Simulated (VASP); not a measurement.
# LiTa4O (P-6m2) in VASP: relaxation of cell and atoms with PBE

Aim: the relaxation of cell and atoms of LiTa4O with PBE.

All numbers are computed with VASP 6.6.1; they aren't measurements. Logs are shortened: lines on timing, memory, paths and dates and some standing lists are left out, and cuts for length are marked.

## (1) The cell of the first run

The structure is hexagonal, space group P-6m2 (No. 187). The conventional cell has a = 2.889 Å, b = 2.889 Å, c = 13.393 Å, α = 90.00°, β = 90.00°, γ = 120.00°. Li (site symmetry -6m2) has 6 Li at 2.89 Å and 6 Ta at 3.09 Å within 3.8 Å. Ta (site symmetry 3m) has 9 Ta at 2.89 to 3.03 Å and 3 Li at 3.09 Å within 3.8 Å. Within 3.2 Å of Ta (site symmetry 3m) lie 3 O at 2.28 Å and 10 Ta at 2.89 to 3.11 Å. O (site symmetry -6m2) has 6 Ta at 2.28 Å and 6 O at 2.89 Å within 3.0 Å.

The cell was generated, and may not be a known phase.

## (2) Relaxation of cell and atoms, PBE

Input file INCAR:

```
PREC = Accurate
ENCUT = 600
EDIFF = 1E-7
ISMEAR = 0
SIGMA = 0.1
LREAL = F
LASPH = T
NELM = 60
ALGO = Fast
ISIF = 3
LWAVE = F
LCHARG = F
GGA = PE
IBRION = 2
NSW = 100
EDIFFG = -0.01
```

Input file KPOINTS:

```
regular mesh
0
Gamma
  12 12 4
```

Input file POSCAR:

```
LiTa4O
1.0
    2.8885653428      0.0000000000      0.0000000000
   -1.4442826714      2.5015709674      0.0000000000
    0.0000000000      0.0000000000     13.3925565708
Li Ta O
1 4 1
Direct
    0.0000000000      0.0000000000      0.5000000000
    0.6666666667      0.3333333333      0.6946637406
    0.0000000000      0.0000000000      0.8837344055
    0.0000000000      0.0000000000      0.1162655945
    0.6666666667      0.3333333333      0.3053362594
    0.6666666667      0.3333333333      0.0000000000
```

Potentials or basis: VASP PAW PBE potentials, release 64 (Li_sv, Ta_pv, O).

Launch:

```bash
> cat potpaw_PBE.64/Li_sv/POTCAR potpaw_PBE.64/Ta_pv/POTCAR potpaw_PBE.64/O/POTCAR > POTCAR
> mpirun -np 1 vasp_std > vasp.out
```

OUTCAR:

```text
PREC = Accurate
   ENCUT = 600
   EDIFF = 1E-7
   ISMEAR = 0
   LREAL = F
   LASPH = T
   NELM = 60
   ISIF = 3
   GGA = PE
   IBRION = 2
   NSW = 100
   EDIFFG = -0.01

 ion  position               nearest neighbor table
   1  0.000  0.000  0.500-   2 3.09   5 3.09   2 3.09   5 3.09   2 3.09   5 3.09
   2  0.667  0.333  0.695-   3 3.03   3 3.03   3 3.03   1 3.09   1 3.09   1 3.09
   3  0.000  0.000  0.884-   6 2.28   6 2.28   6 2.28   2 3.03   2 3.03   2 3.03   4 3.11
   4  0.000  0.000  0.116-   6 2.28   6 2.28   6 2.28   5 3.03   5 3.03   5 3.03   3 3.11
   5  0.667  0.333  0.305-   4 3.03   4 3.03   4 3.03   1 3.09   1 3.09   1 3.09
   6  0.667  0.333  0.000-   3 2.28   4 2.28   3 2.28   4 2.28   3 2.28   4 2.28

  LATTYP: Found a hexagonal cell.
 ALAT       =     2.8885653428
 C/A-ratio  =     4.6364042289

  Lattice vectors:

 A1 = (   2.8885653428,   0.0000000000,   0.0000000000)
 A2 = (  -1.4442826714,   2.5015709674,   0.0000000000)
 A3 = (   0.0000000000,   0.0000000000,  13.3925565708)

Analysis of symmetry for initial positions (statically):
=====================================================================
 Subroutine PRICEL returns:
 Original cell was already a primitive cell.

 Routine SETGRP: Setting up the symmetry group for a
 hexagonal supercell.

 Subroutine GETGRP returns: Found 12 space group operations
 (whereof 12 operations were pure point group operations)
 out of a pool of 24 trial point group operations.

The static configuration has the point symmetry D_3h.

Analysis of symmetry for dynamics (positions and initial velocities):
=====================================================================
 Subroutine PRICEL returns:
 Original cell was already a primitive cell.

 Routine SETGRP: Setting up the symmetry group for a
 hexagonal supercell.

 Subroutine GETGRP returns: Found 12 space group operations
 (whereof 12 operations were pure point group operations)
 out of a pool of 24 trial point group operations.

The dynamic configuration has the point symmetry D_3h.

 Subroutine INISYM returns: Found 12 space group operations
 (whereof 12 operations are pure point group operations),
 and found     1 'primitive' translations

----------------------------------------------------------------------------------------

                                     Primitive cell

[... 106 lines left out ...]
   POTIM  = 0.5000    time-step for ionic-motion
   TEBEG  =    0.0;   TEEND  =   0.0 temperature during run
   PSTRESS=    0.0 pullay stress
   NELECT =      53.0000    total number of electrons
   NUPDOWN=      -1.0000    fix difference up-down
   EMIN   =  10.00;   EMAX   =-10.00  energy-range for DOS
   EFERMI =   0.00;   METHOD = LEGACY
   ISMEAR =     0;   SIGMA  =   0.10  broadening in eV -4-tet -1-fermi 0-gaus
   EFERMI_NEDOS =   21; number of points for ismear=-14 and -15
   IALGO  =     68    algorithm
   IMIX   =      4    mixing-type and parameters
     AMIX     =   0.40;   BMIX     =  1.00
     AMIX_MAG =   1.60;   BMIX_MAG =  1.00
  volume/ion in A,a.u.               =      16.13       108.84
  Fermi-wavevector in a.u.,A,eV,Ry     =   1.339411  2.531120 24.409159  1.794023
  Thomas-Fermi vector in A             =   2.467805
   LORBIT       =      0    0 simple, 1 ext, 2 COOP (PROOUT), +10 PAW based schemes
   GGA     = PE    functional components
   LHFCALC =     F    Hartree Fock is set to
   AEXX    =    0.0000 exact exchange contribution
   IVDW    =     0    specifies the selected vdW correction
   LEPSILON=     F    determine dielectric tensor
   LRPA    =     F    only Hartree local field effects (RPA)
 conjugate gradient relaxation of ions
 non-spin polarized calculation
 RMM-DIIS sequential band-by-band and
 Gauss-broadening in eV      SIGMA  =   0.10
  energy-cutoff  :      600.00
  volume of cell :       96.77
 maximum number of plane-waves:      3254
 NGX is ok and might be reduce to    24
   NGX = 11   NGY = 11   NGZ = 53

--------------------------------------- Ionic step        1  -------------------------------------------

 number of electron      52.9999992 magnetization

 Free energy of the ion-electron system (eV)
  ---------------------------------------------------
  ext. energy  EPLUGINS =         0.00000000
  ---------------------------------------------------
  free energy    TOTEN  =       -56.19857031 eV

  energy without entropy =      -56.17212587  energy(sigma->0) =      -56.18534809

------------------------ aborting loop because EDIFF is reached ----------------------------------------

  FORCE on cell =-STRESS in cart. coord.  units (eV):
  Direction    XX          YY          ZZ          XY          YZ          ZX
  --------------------------------------------------------------------------------------
  -------------------------------------------------------------------------------------
  Total        0.0260795      0.0260795      0.2011972      0.0000000     -0.0000000     -0.0000000
  in kB        0.4317687      0.4317687      3.3309946      0.0000000     -0.0000000     -0.0000000
  external PRESSURE =       1.3981774 kB  Pullay stress =       0.0000000 kB
[... 147 lines left out ...]
--------------------------------------- Ionic step        5  -------------------------------------------

 number of electron      52.9999992 magnetization

 Free energy of the ion-electron system (eV)
  ---------------------------------------------------
  ext. energy  EPLUGINS =         0.00000000
  ---------------------------------------------------
  free energy    TOTEN  =       -56.19952773 eV

  energy without entropy =      -56.17294386  energy(sigma->0) =      -56.18623580

 E-fermi :   5.2460     XC(G=0): -11.6329

 val. band max:        5.2359524426   @ k =   0.1667   0.1667   0.2500
 cond. band min:       5.2699133689   @ k =   0.3333   0.2500   0.2500
 fundamental gap:      0.0339609262
 Fermi energy:         5.2460151642

 k-point     1 :       0.0000    0.0000    0.0000
  band No.  band energies     occupation
      1     -40.4683      2.00000
      2     -29.9883      2.00000
      3     -29.7283      2.00000
      4     -29.0221      2.00000
      5     -29.0221      2.00000
      6     -29.0047      2.00000
[... 805 lines left out ...]
     30       7.2647      0.00000
     31       7.2931      0.00000

 [... further k-points ...]

------------------------ aborting loop because EDIFF is reached ----------------------------------------

  FORCE on cell =-STRESS in cart. coord.  units (eV):
  Direction    XX          YY          ZZ          XY          YZ          ZX
  --------------------------------------------------------------------------------------
  -------------------------------------------------------------------------------------
  Total       -0.0005714     -0.0005714      0.0207536     -0.0000000      0.0000000      0.0000000
  in kB       -0.0094524     -0.0094524      0.3433179     -0.0000000      0.0000000      0.0000000
  external PRESSURE =       0.1081377 kB  Pullay stress =       0.0000000 kB
[... 21 lines left out ...]
  FREE ENERGIE OF THE ION-ELECTRON SYSTEM (eV)
  ---------------------------------------------------
  free  energy   TOTEN  =       -56.1995277297 eV

  energy  without entropy=      -56.1729438649  energy(sigma->0) =      -56.18623580

 reached required accuracy - stopping structural energy minimisation
```

It took 39 min on 1 thread of Oxide Virtual Turin-like, shared host; peak memory 0.34 GiB.

What came out:

```
Free energy                           : -56.1995 eV
Relaxed volume                        : 16.14 Å³/atom
Relaxed cell                          : a = 2.888 Å, b = 2.888 Å, c = 13.410 Å, α = 90.00°, β = 90.00°, γ = 120.00°
Space group after relaxing (to 0.1 Å) : P-6m2 (No. 187)
Energy gained by relaxing             : 0.2 meV/atom
Ionic steps                           : 5
Pressure after relaxing               : 0.0 GPa
Largest force after relaxing          : 0.010 eV/Å
Band gap on the k mesh                : zero (an odd number of electrons rules out a gap without spin polarisation)
```

Forces in eV/Å, atoms in the order of the input:
```
Li   0.000  0.000  0.000
Ta   0.000  0.000 -0.010
Ta   0.000  0.000  0.000
Ta   0.000  0.000  0.000
Ta   0.000  0.000  0.010
O    0.000  0.000  0.000
```

Step by step:
| step | energy change (eV) | largest force (eV/Å) | pressure (GPa) | volume (Å³) |
| --- | --- | --- | --- | --- |
| 1 | 0.0000 | 0.1344 | 0.14 | 96.77 |
| 2 | -0.0009 | 0.0191 | -0.20 | 96.97 |
| 3 | -0.0009 | 0.0085 | -0.14 | 96.94 |
| 4 | -0.0009 | 0.0205 | 0.18 | 96.76 |
| 5 | -0.0010 | 0.0098 | 0.01 | 96.85 |

Final structure:
```xyz
6
Lattice="2.8879 0.0000 0.0000 -1.4439 2.5010 0.0000 0.0000 0.0000 13.4095" Properties=species:S:1:pos:R:3 pbc="T T T"
Li    0.0000    0.0000    6.7048
Ta    1.4439    0.8337    9.3166
Ta    2.8879    0.0000   11.8446
Ta   -1.4439    2.5010    1.5649
Ta    1.4439    0.8337    4.0930
O     1.4439    0.8337    0.0000
```

Caveat: the cutoff is under 1.25 times the usual one of these potentials, so pressure, stress and relaxed cells hold a basis-set (Pulay) error; spin-orbit coupling is left out, which moves the levels of the heavy elements; an odd number of electrons without spin polarisation forces a metal; a magnetic or distorted state may lie lower.

The gap in the log of VASP goes by the Fermi energy; the results here count the filled bands.